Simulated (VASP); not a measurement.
# Ru (P6_3/mmc) in VASP: vibrations by perturbation theory with LDA

Aim: the vibrations by perturbation theory of Ru with LDA.

Everything below comes from runs of VASP 6.6.1. Logs are shortened: lines on timing, memory, paths and dates and some standing lists are left out, and cuts for length are marked.

**1. The cell of the first run**

Symmetry: P6_3/mmc, No. 194, hexagonal system. Conventional cell: a = 2.676 Å, b = 2.676 Å, c = 4.226 Å, α = 90.00°, β = 90.00°, γ = 120.00°. Within 3.5 Å of Ru (site symmetry -6m2) lie 12 Ru at 2.62 to 2.68 Å.

**2. Vibrations by perturbation theory, LDA**

The input, INCAR:

```
SYSTEM = Ru
ALGO = Normal
EDIFF = 1E-8
ENCUT = 520
GGA = CA
IBRION = 8
ISIF = 2
ISMEAR = -1
LASPH = .True.
LCHARG = .False.
LREAL = .False.
LWAVE = .False.
NBANDS = 21
NELM = 100
NSW = 1
PREC = Accurate
SIGMA = 0.15
```

The input, KPOINTS:

```
k-points
0
Gamma
  15 15 8
  0 0 0
```

The input, POSCAR:

```
Ru
1.0
    2.6759834075      0.0000000000      0.0000000000
   -1.3379917037      2.3174696110      0.0000000000
    0.0000000000      0.0000000000      4.2262880382
Ru
2
Direct
    0.3333333333      0.6666666667      0.2500000000
    0.6666666667      0.3333333333      0.7500000000
```

Potentials or basis: VASP PAW LDA potentials, release 64 (Ru_pv).

Run with:

```console
$ cat potpaw_LDA.64/Ru_pv/POTCAR > POTCAR
$ mpirun -np 1 vasp_std > vasp.out
```

OUTCAR:

```text
SYSTEM = Ru
   EDIFF = 1E-8
   ENCUT = 520
   GGA = CA
   IBRION = 8
   ISIF = 2
   ISMEAR = -1
   LASPH = .True.
   LREAL = .False.
   NELM = 100
   NSW = 1
   PREC = Accurate

 ion  position               nearest neighbor table
   1  0.333  0.667  0.250-   2 2.62   2 2.62   2 2.62   2 2.62   2 2.62   2 2.62
   2  0.667  0.333  0.750-   1 2.62   1 2.62   1 2.62   1 2.62   1 2.62   1 2.62

  LATTYP: Found a hexagonal cell.
 ALAT       =     2.6759834075
 C/A-ratio  =     1.5793401507

  Lattice vectors:

 A1 = (   2.6759834075,   0.0000000000,   0.0000000000)
 A2 = (  -1.3379917037,   2.3174696110,   0.0000000000)
 A3 = (   0.0000000000,   0.0000000000,   4.2262880382)

Analysis of symmetry for initial positions (statically):
=====================================================================
 Subroutine PRICEL returns:
 Original cell was already a primitive cell.

 Routine SETGRP: Setting up the symmetry group for a
 hexagonal supercell.

 Subroutine GETGRP returns: Found 24 space group operations
 (whereof 12 operations were pure point group operations)
 out of a pool of 24 trial point group operations.

The static configuration has the point symmetry D_3d.
 The point group associated with its full space group is D_6h.

Analysis of symmetry for dynamics (positions and initial velocities):
=====================================================================
 Subroutine PRICEL returns:
 Original cell was already a primitive cell.

 Routine SETGRP: Setting up the symmetry group for a
 hexagonal supercell.

 Subroutine GETGRP returns: Found 24 space group operations
 (whereof 12 operations were pure point group operations)
 out of a pool of 24 trial point group operations.

The dynamic configuration has the point symmetry D_3d.
 The point group associated with its full space group is D_6h.

[... 744 lines left out ...]
 -----------------------------------------------------------------------------
  energy-cutoff  :      520.00
  volume of cell :       26.21
      direct lattice vectors                 reciprocal lattice vectors
     2.675983407  0.000000000  0.000000000     0.373694395  0.215752559  0.000000000
    -1.337991704  2.317469611  0.000000000     0.000000000  0.431505119  0.000000000
     0.000000000  0.000000000  4.226288038     0.000000000  0.000000000  0.236614256

 POSITION                                       TOTAL-FORCE (eV/Angst)
 -----------------------------------------------------------------------------------
     -0.00000      1.54498      1.05657        -0.000000      0.000000      0.000000
      1.33799      0.77249      3.16972         0.000000      0.000000      0.000000
 -----------------------------------------------------------------------------------
    total drift:                               -0.000000      0.000000     -0.000000

  FREE ENERGIE OF THE ION-ELECTRON SYSTEM (eV)
  ---------------------------------------------------
  free  energy   TOTEN  =       -21.4509555896 eV

  energy  without entropy=      -21.3370964184  energy(sigma->0) =      -21.39402600

[... ionic steps 2 to 3 ...]

--------------------------------------- Ionic step        4  -------------------------------------------

------------------------ aborting loop because EDIFF is reached ----------------------------------------

[... ionic steps 5 to 5 ...]

--------------------------------------- Ionic step        6  -------------------------------------------

 Free energy of the ion-electron system (eV)
  ---------------------------------------------------
  ---------------------------------------------------
  free energy    TOTEN  =        -0.73401792 eV

  energy without entropy =       -0.73401792

------------------------ aborting loop because EDIFF is reached ----------------------------------------

 INTERNAL STRAIN TENSOR  FOR ION    1  DIRECTION 3   (eV/Angst):
 -----------------------------------------------------------------------------
    -0.07833 -0.00000 -0.00000
    -0.00000 -0.07833  0.00000
     0.00000  0.00000  0.16278

 INTERNAL STRAIN TENSOR FOR ION    2 for displacements in x,y,z  (eV/Angst):
          X           Y           Z          XY          YZ          ZX
  --------------------------------------------------------------------------------
  x     0.00000    -0.00000     0.00000     3.29995     0.00000     0.00000
  y     3.29995    -3.29995     0.00000    -0.00000     0.00000     0.00000
  z    -0.00000     0.00000     0.00000     0.00000     0.00000     0.00000

 SECOND DERIVATIVES (NOT SYMMETRIZED)
 ------------------------------------
               1X          1Y          1Z          2X          2Y          2Z
  1X    -7.701133   -0.000000    0.000000    7.701133    0.000000    0.000000
  1Y    -0.000000   -7.701133    0.000000    0.000000    7.701133    0.000000
  1Z     0.000000   -0.000000  -13.867550    0.000000    0.000000   13.867550
  2X     7.701133    0.000000    0.000000   -7.701133   -0.000000    0.000000
  2Y     0.000000    7.701133    0.000000   -0.000000   -7.701133    0.000000
  2Z     0.000000    0.000000   13.867550    0.000000   -0.000000  -13.867550

 Eigenvectors and eigenvalues of the dynamical matrix
 ----------------------------------------------------

   1 f  =    8.189445 THz    51.455800 2PiTHz  273.170477 cm-1    33.868807 meV
             X         Y         Z           dx          dy          dz
     -0.000000  1.544980  1.056572     0.000000    0.000000    0.707107
      1.337992  0.772490  3.169716     0.000000    0.000000   -0.707107
[... 16 lines left out ...]
   5 f  =    0.000000 THz     0.000000 2PiTHz    0.000000 cm-1     0.000000 meV
             X         Y         Z           dx          dy          dz
     -0.000000  1.544980  1.056572     0.000000    0.000000    0.707107
      1.337992  0.772490  3.169716     0.000000    0.000000    0.707107

   6 f/i=    0.000000 THz     0.000000 2PiTHz    0.000001 cm-1     0.000000 meV
             X         Y         Z           dx          dy          dz
     -0.000000  1.544980  1.056572    -0.200364   -0.678126    0.000000
      1.337992  0.772490  3.169716    -0.200364   -0.678126    0.000000

--------------------------------------------------------------------------------------------------------

 ELASTIC MODULI CONTR FROM IONIC RELAXATION (kBar)
 Direction    XX          YY          ZZ          XY          YZ          ZX
 --------------------------------------------------------------------------------
 XX         -86.4399     86.4399     -0.0000     -0.0000     -0.0000     -0.0000
 YY          86.4399    -86.4399      0.0000     -0.0000      0.0000      0.0000
 ZZ          -0.0000      0.0000     -0.0000     -0.0000     -0.0000     -0.0000
 XY          -0.0000     -0.0000     -0.0000    -86.4399     -0.0000     -0.0000
 YZ          -0.0000      0.0000     -0.0000     -0.0000     -0.0000     -0.0000
 ZX          -0.0000      0.0000     -0.0000     -0.0000     -0.0000     -0.0000
 --------------------------------------------------------------------------------
```

OSZICAR:

```text
N       E                     dE             d eps       ncg     rms          rms(c)
DAV:   1     0.286419338265E+03    0.28642E+03   -0.17406E+04  5670   0.149E+03
DAV:   2    -0.168425339887E+02   -0.30326E+03   -0.29380E+03  5840   0.448E+02
[... 52 lines left out ...]
RMM:  13    -0.734018029681E+00    0.15912E-08   -0.15266E-06 16313   0.734E-05    0.119E-06
RMM:  14    -0.734017943263E+00    0.86418E-07   -0.56868E-07 15383   0.464E-05    0.668E-07
RMM:  15    -0.734017951299E+00   -0.80362E-08   -0.50654E-07 14075   0.328E-05    0.268E-07
RMM:  16    -0.734017929721E+00    0.21578E-07   -0.23027E-07  8424   0.238E-05    0.370E-07
RMM:  17    -0.734017930057E+00   -0.33603E-09   -0.16885E-07  9796   0.191E-05    0.314E-07
RMM:  18    -0.734017920870E+00    0.91870E-08   -0.48980E-08  7266   0.159E-05    0.346E-07
 Linear response finished
```

stdout:

```text
POSCAR found type information on POSCAR Ru
 POSCAR found :  1 types and       2 ions
 scaLAPACK will be used
 LDA part: xc-table for (Slater(with rela. corr.)+CA(PZ))
 , standard interpolation
 POSCAR, INCAR and KPOINTS ok, starting setup
 FFT: planning ... GRIDC
 FFT: planning ... GRID_SOFT
 FFT: planning ... GRID
 WAVECAR not read
 entering main loop
 Linear response reoptimize wavefunctions to high precision
 Linear response DOF=           2
 Linear response progress:
 first order change of Fermi-energy  -0.40702E-05
 force on displaced ion       1 direction 1 :  -7.701   0.001   0.000
 Linear response progress:
 first order change of Fermi-energy   0.11500E-03
 force on displaced ion       1 direction 3 :   0.000   0.000 -13.868
 Linear response finished
```

Wall time 10 min (1 thread of AMD EPYC 7R43 (Zen 3), shared host); peak memory 0.58 GiB.

What came out:

```yaml
Highest_phonon_frequency_at_Γ: 273 cm⁻¹
```

Phonon frequencies in cm⁻¹ (negative: imaginary):
```tsv
q point	frequencies
(0.000, 0.000, 0.000)	0 0 0 204 204 273
```
